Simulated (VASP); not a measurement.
A run of VASP 6.6.1:

The input INCAR:

```
SYSTEM = I
PREC = Accurate
ENCUT = 520
EDIFF = 1E-6
ISMEAR = -1
SIGMA = 0.1
LREAL = .FALSE.
LASPH = .TRUE.
NELM = 100
ALGO = Normal
ISIF = 2
LWAVE = .FALSE.
LCHARG = .FALSE.
GGA = PE
NBANDS = 10
```

KPOINTS

```
regular mesh
0
G
  16 16 16
  0 0 0
```

POSCAR

```
I
1.0
    0.0000000000      2.1242607225      2.7102868127
    2.1252366448      0.0000000000      2.7102868127
    2.1252366448      2.1242607225      0.0000000000
I
1
Direct
    0.0000000000      0.0000000000      0.0000000000
```

Potentials or basis: VASP PAW PBE potentials, release 64 (I).

Launch:

```sh
$ cat potpaw_PBE.64/I/POTCAR > POTCAR
$ mpirun -np 1 vasp_std > vasp.out
```

Hardware: 1 thread of Intel(R) Xeon(R) 6975P-C (Granite Rapids), on a shared host.

Task: Estimate the wall time of this run.

Result: Run time: 49 s on 1 thread of Intel(R) Xeon(R) 6975P-C (Granite Rapids) (shared host), peak memory 0.26 GiB. Counts: scf iterations 11, k points 621.
